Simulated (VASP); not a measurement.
# C (P6_3/mmc) in VASP: a series of runs

The runs below take C through single point, with PBE.

All numbers are computed with VASP 6.6.1; they aren't measurements. Logs are shortened: lines on timing, memory, paths and dates and some standing lists are left out, and cuts for length are marked.

## (1) The cell of the first run

Symmetry: P6_3/mmc, No. 194, hexagonal system. The conventional cell has a = 2.467 Å, b = 2.467 Å, c = 8.527 Å, α = 90.00°, β = 90.00°, γ = 120.00°. C (site symmetry -6m2) has 3 C at 1.42 Å within 1.9 Å. C (site symmetry -6m2) has 3 C at 1.42 Å within 1.9 Å.

## (2) Single point, PBE

Input file INCAR:

```
PREC = Accurate
ENCUT = 520
EDIFF = 1E-6
ISMEAR = 0
SIGMA = 1.0
LREAL = False
LASPH = True
NELM = 80
ALGO = Normal
ISIF = 2
LWAVE = False
LCHARG = False
GGA = PE
NBANDS = 16
```

Input file KPOINTS:

```
Automatic mesh
0
Gamma
  15 15 4
```

Input file POSCAR:

```
C
1.0
    2.4665665061      0.0000000000      0.0000000000
   -1.2332832531      2.1361092544      0.0000000000
    0.0000000000      0.0000000000      8.5267424969
C
4
Direct
    1.0000000000      1.0000000000      0.2500000000
    0.0000000000      0.0000000000      0.7500000000
    0.3333333333      0.6666666667      0.2500000000
    0.6666666667      0.3333333333      0.7500000000
```

Potentials or basis: VASP PAW PBE potentials, release 64 (C).

The run is started by

```
$ cat potpaw_PBE.64/C/POTCAR > POTCAR
$ mpirun -np 1 vasp_std > vasp.out
```

OUTCAR:

```text
PREC = Accurate
   ENCUT = 520
   EDIFF = 1E-6
   ISMEAR = 0
   LREAL = False
   LASPH = True
   NELM = 80
   ISIF = 2
   GGA = PE

 ion  position               nearest neighbor table
   1  0.000  0.000  0.250-   3 1.42   3 1.42   3 1.42
   2  0.000  0.000  0.750-   4 1.42   4 1.42   4 1.42
   3  0.333  0.667  0.250-   1 1.42   1 1.42   1 1.42
   4  0.667  0.333  0.750-   2 1.42   2 1.42   2 1.42

  LATTYP: Found a hexagonal cell.
 ALAT       =     2.4665665061
 C/A-ratio  =     3.4569278695

  Lattice vectors:

 A1 = (   2.4665665061,   0.0000000000,   0.0000000000)
 A2 = (  -1.2332832531,   2.1361092544,   0.0000000000)
 A3 = (   0.0000000000,   0.0000000000,   8.5267424969)

Analysis of symmetry for initial positions (statically):
=====================================================================
 Subroutine PRICEL returns:
 Original cell was already a primitive cell.

 Routine SETGRP: Setting up the symmetry group for a
 hexagonal supercell.

 Subroutine GETGRP returns: Found 24 space group operations
 (whereof 12 operations were pure point group operations)
 out of a pool of 24 trial point group operations.

The static configuration has the point symmetry D_3d.
 The point group associated with its full space group is D_6h.

Analysis of symmetry for dynamics (positions and initial velocities):
=====================================================================
 Subroutine PRICEL returns:
 Original cell was already a primitive cell.

 Routine SETGRP: Setting up the symmetry group for a
 hexagonal supercell.

 Subroutine GETGRP returns: Found 24 space group operations
 (whereof 12 operations were pure point group operations)
 out of a pool of 24 trial point group operations.

The dynamic configuration has the point symmetry D_3d.
 The point group associated with its full space group is D_6h.

 Subroutine INISYM returns: Found 24 space group operations
 (whereof 12 operations are pure point group operations),
 and found     1 'primitive' translations

----------------------------------------------------------------------------------------

                                     Primitive cell

  volume of cell :      44.9262

  direct lattice vectors                    reciprocal lattice vectors
     2.466566506  0.000000000  0.000000000     0.405421868  0.234070425  0.000000000
    -1.233283253  2.136109254  0.000000000     0.000000000  0.468140849  0.000000000
     0.000000000  0.000000000  8.526742497     0.000000000  0.000000000  0.117278081

  length of vectors
     2.466566506  2.466566506  8.526742497     0.468140849  0.468140849  0.117278081

  position of ions in fractional coordinates (direct lattice)
     0.000000000  0.000000000  0.250000000
     0.000000000  0.000000000  0.750000000
     0.333333333  0.666666667  0.250000000
     0.666666667  0.333333333  0.750000000

  ion indices of the primitive-cell ions
   primitive index   ion index
                 1           1
                 2           2
                 3           3
                 4           4

----------------------------------------------------------------------------------------

 KPOINTS: Automatic mesh

Automatic generation of k-mesh.
 Grid dimensions read from file:
 generate k-points for:   15   15    4

 Generating k-lattice:

  Cartesian coordinates                     Fractional coordinates (reciprocal lattice)
     0.027028125  0.015604695  0.000000000     0.066666667  0.000000000  0.000000000
     0.000000000  0.031209390  0.000000000     0.000000000  0.066666667  0.000000000
     0.000000000  0.000000000  0.029319520     0.000000000  0.000000000  0.250000000

  Length of vectors
     0.031209390  0.031209390  0.029319520

  Shift w.r.t. Gamma in fractional coordinates (k-lattice)
     0.000000000  0.000000000  0.000000000

 Subroutine IBZKPT returns following result:
 ===========================================

 Found     81 irreducible k-points:

 Following reciprocal coordinates:
            Coordinates               Weight
  0.000000  0.000000  0.000000      1.000000
  0.066667  0.000000  0.000000      6.000000
  0.133333  0.000000  0.000000      6.000000
  0.200000  0.000000  0.000000      6.000000
  0.266667  0.000000  0.000000      6.000000
  0.333333  0.000000  0.000000      6.000000
[... 16 lines left out ...]
  0.333333  0.200000  0.000000     12.000000
  0.400000  0.200000  0.000000      6.000000
 [... further k-points ...]
   k-points           NKPTS =     81   k-points in BZ     NKDIM =     81   number of bands    NBANDS=     16
   number of dos      NEDOS =    301   number of ions     NIONS =      4
   total plane-waves  NPLWV =  20736
   dimension x,y,z NGX =    18 NGY =   18 NGZ =   64
   dimension x,y,z NGXF=    36 NGYF=   36 NGZF=  128
   ions per type =               4
   NGX,Y,Z   is equivalent  to a cutoff of  12.13, 12.13, 12.48 a.u.
   NGXF,Y,Z  is equivalent  to a cutoff of  24.26, 24.26, 24.96 a.u.
 SYSTEM =  unknown system
   PREC   = accura    normal or accurate (medium, high low for compatibility)
   ISTART =      0    job   : 0-new  1-cont  2-samecut
   ICHARG =      2    charge: 1-file 2-atom 10-const
   ISPIN  =      1    spin polarized calculation?
   LNONCOLLINEAR =      F non collinear calculations
   LSORBIT =      F    spin-orbit coupling
   LASPH  =      T    aspherical Exc in radial PAW
   ENCUT  =  520.0 eV  38.22 Ry    6.18 a.u.   4.59  4.59 15.85*2*pi/ulx,y,z
   NELM   =     80;   NELMIN=  2; NELMDL= -5     # of ELM steps
   EDIFF  = 0.1E-05   stopping-criterion for ELM
   LREAL  =      F    real-space projection
   EDIFFG = 0.1E-04   stopping-criterion for IOM
   NSW    =      0    number of steps for IOM
   IBRION =     -1    ionic relax: 0-MD 1-quasi-New 2-CG
   NFREE  =      0    steps in history (QN), initial steepest desc. (CG)
   ISIF   =      2    stress and relaxation
   ISYM   =      2    0-nonsym 1-usesym 2-fastsym
   POTIM  = 0.5000    time-step for ionic-motion
   TEBEG  =    0.0;   TEEND  =   0.0 temperature during run
   PSTRESS=    0.0 pullay stress
   NELECT =      16.0000    total number of electrons
   NUPDOWN=      -1.0000    fix difference up-down
   EMIN   =  10.00;   EMAX   =-10.00  energy-range for DOS
   EFERMI =   0.00;   METHOD = LEGACY
   ISMEAR =     0;   SIGMA  =   1.00  broadening in eV -4-tet -1-fermi 0-gaus
   EFERMI_NEDOS =   21; number of points for ismear=-14 and -15
   IALGO  =     38    algorithm
   IMIX   =      4    mixing-type and parameters
     AMIX     =   0.40;   BMIX     =  1.00
     AMIX_MAG =   1.60;   BMIX_MAG =  1.00
  volume/ion in A,a.u.               =      11.23        75.79
  Fermi-wavevector in a.u.,A,eV,Ry     =   1.160419  2.192875 18.321243  1.346573
  Thomas-Fermi vector in A             =   2.297002
   LORBIT       =      0    0 simple, 1 ext, 2 COOP (PROOUT), +10 PAW based schemes
   GGA     = PE    functional components
   LHFCALC =     F    Hartree Fock is set to
   AEXX    =    0.0000 exact exchange contribution
   IVDW    =     0    specifies the selected vdW correction
   LEPSILON=     F    determine dielectric tensor
   LRPA    =     F    only Hartree local field effects (RPA)
 non-spin polarized calculation
 Gauss-broadening in eV      SIGMA  =   1.00
  energy-cutoff  :      520.00
  volume of cell :       44.93
 maximum number of plane-waves:      1232
   NGX =  9   NGY =  9   NGZ = 31

 number of electron      15.9999993 magnetization

 Free energy of the ion-electron system (eV)
  ---------------------------------------------------
  ext. energy  EPLUGINS =         0.00000000
  ---------------------------------------------------
  free energy    TOTEN  =       -36.93065874 eV

  energy without entropy =      -36.85483472  energy(sigma->0) =      -36.89274673

 E-fermi :   2.7548     XC(G=0):  -8.7221

 val. band max:        2.6999785872   @ k =   0.3333   0.3333   0.2500
 cond. band min:       2.7916659262   @ k =   0.3333   0.3333   0.0000
 fundamental gap:      0.0916873390
 Fermi energy:         2.7547534764

 k-point     1 :       0.0000    0.0000    0.0000
  band No.  band energies     occupation
      1     -16.7395      2.00000
      2     -16.7037      2.00000
      3      -5.0538      2.00000
      4      -4.5713      2.00000
      5      -0.2514      1.99998
      6      -0.2514      1.99998
[... 8 lines left out ...]
     15      13.2206      0.00000
     16      14.1987      0.00000

 k-point     2 :       0.0667    0.0000    0.0000
  band No.  band energies     occupation
      1     -16.6345      2.00000
      2     -16.5989      2.00000
      3      -4.9272      2.00000
      4      -4.4474      2.00000
      5      -0.6760      2.00000
      6      -0.6741      2.00000
[... 8 lines left out ...]
     15      13.3611      0.00000
     16      13.8324      0.00000

 k-point     3 :       0.1333    0.0000    0.0000
  band No.  band energies     occupation
      1     -16.3198      2.00000
      2     -16.2851      2.00000
      3      -4.5494      2.00000
      4      -4.0779      2.00000
      5      -1.8039      2.00000
      6      -1.8000      2.00000
[... 8 lines left out ...]
     15      12.8111      0.00000
     16      12.8610      0.00000

 k-point     4 :       0.2000    0.0000    0.0000
  band No.  band energies     occupation
      1     -15.7978      2.00000
      2     -15.7646      2.00000
      3      -3.9271      2.00000
      4      -3.4703      2.00000
      5      -3.3509      2.00000
      6      -3.3444      2.00000
[... 8 lines left out ...]
     15      14.3782      0.00000
     16      14.5851      0.00000
[... 324 lines left out ...]
 k-point    22 :       0.2667    0.2000    0.0000
  band No.  band energies     occupation
      1     -12.9564      2.00000
      2     -12.9310      2.00000
      3      -7.4349      2.00000
      4      -7.4249      2.00000
      5      -5.4920      2.00000
      6      -5.4850      2.00000
[... 8 lines left out ...]
     15      15.6310      0.00000
     16      16.1014      0.00000

 k-point    23 :       0.3333    0.2000    0.0000
  band No.  band energies     occupation
      1     -11.8126      2.00000
      2     -11.7906      2.00000
      3      -8.8584      2.00000
      4      -8.8442      2.00000
      5      -5.9192      2.00000
      6      -5.9103      2.00000
[... 8 lines left out ...]
     15      14.9904      0.00000
     16      15.6767      0.00000

 k-point    24 :       0.4000    0.2000    0.0000
  band No.  band energies     occupation
      1     -10.8822      2.00000
      2     -10.8714      2.00000
      3      -9.8889      2.00000
      4      -9.8814      2.00000
      5      -6.0522      2.00000
      6      -6.0427      2.00000
[... 8 lines left out ...]
     15      14.3023      0.00000
     16      14.5582      0.00000

 [... further k-points ...]
[... 5 lines left out ...]
  --------------------------------------------------------------------------------------
  -------------------------------------------------------------------------------------
  Total        0.2072674      0.2072674     -0.0038997     -0.0000000      0.0000000      0.0000000
  in kB        7.3916619      7.3916619     -0.1390742     -0.0000000      0.0000000      0.0000000
  external PRESSURE =       4.8814165 kB  Pullay stress =       0.0000000 kB

 VOLUME and BASIS-vectors are now :
 -----------------------------------------------------------------------------
  energy-cutoff  :      520.00
  volume of cell :       44.93
      direct lattice vectors                 reciprocal lattice vectors
     2.466566506  0.000000000  0.000000000     0.405421868  0.234070425  0.000000000
    -1.233283253  2.136109254  0.000000000     0.000000000  0.468140849  0.000000000
     0.000000000  0.000000000  8.526742497     0.000000000  0.000000000  0.117278081

 POSITION                                       TOTAL-FORCE (eV/Angst)
 -----------------------------------------------------------------------------------
      0.00000      0.00000      2.13169         0.000000     -0.000000     -0.000000
      0.00000      0.00000      6.39506        -0.000000      0.000000      0.000000
     -0.00000      1.42407      2.13169         0.000000      0.000000     -0.000000
      1.23328      0.71204      6.39506        -0.000000     -0.000000      0.000000
 -----------------------------------------------------------------------------------
    total drift:                                0.000000     -0.000000      0.000000

  FREE ENERGIE OF THE ION-ELECTRON SYSTEM (eV)
  ---------------------------------------------------
  free  energy   TOTEN  =       -36.9306587376 eV

  energy  without entropy=      -36.8548347162  energy(sigma->0) =      -36.89274673
```

It took 71 s on 1 thread of Intel Xeon 8259CL, shared host; peak memory 0.17 GiB.

What came out:

- Free energy: -36.9307 eV
- Pressure: 0.5 GPa
- Band gap on the k mesh: zero (filled and empty bands touch)

Levels at points of the mesh, in eV from the Fermi level:
| k point | band 6 | band 7 | band 8 | band 9 | band 10 | band 11 |
| --- | --- | --- | --- | --- | --- | --- |
| (0.00, 0.00, 0.00) | -3.01 | -3.01 | -3.01 | 3.12 | 6.43 | 8.34 |
| (0.00, 0.00, 0.50) | -3.01 | -3.01 | -3.01 | 4.39 | 4.39 | 8.34 |

Caveat: so wide a smearing shifts energies and pressures; this functional lacks dispersion, which binds the layers, so the pressure and a relaxed spacing across them are unreliable.

(Part 1 of 2 ends here.)
